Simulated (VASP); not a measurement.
A run of VASP 6.6.1:

The input INCAR:

```
ALGO = Normal ; EDIFF = 1E-6
ENCUT = 600 ; GGA = PE
GGA_COMPAT = F ; ISIF = 2
ISMEAR = 0 ; LASPH = T
LCHARG = T ; LELF = T
LREAL = F ; LVHAR = T
LWAVE = F ; NBANDS = 39
NELM = 120 ; PREC = Accurate
SIGMA = 0.1
```

KPOINTS

```
k-points
0
Gamma
  4 4 4
```

POSCAR

```
Pb4O
1.0
    4.6155751261      0.0000000000      0.0000000000
    0.0000000000      4.6155751261      0.0000000000
    0.0000000000      0.0000000000      6.5289037342
Pb O
4 1
Direct
    0.5000000000      0.0000000000      0.2473874151
    0.0000000000      0.5000000000      0.7526125849
    0.5000000000      0.0000000000      0.7526125849
    0.0000000000      0.5000000000      0.2473874151
    0.0000000000      0.0000000000      0.0000000000
```

Potentials or basis: VASP PAW PBE potentials, release 64 (Pb_d, O).

Run with:

```sh
$ cat potpaw_PBE.64/Pb_d/POTCAR potpaw_PBE.64/O/POTCAR > POTCAR
$ mpirun -np 1 vasp_std > vasp.out
```

Hardware: 1 thread of Intel(R) Xeon(R) Platinum 8124M CPU @ 3.00GHz (Skylake/Cascade Lake), on a shared host.

Q: How long does it take, and how much memory?

A: Wall time 2.8 min on 1 thread of Intel(R) Xeon(R) Platinum 8124M CPU @ 3.00GHz (Skylake/Cascade Lake), on a shared host, peak memory 0.33 GiB. Counts: scf iterations 22, k points 18.
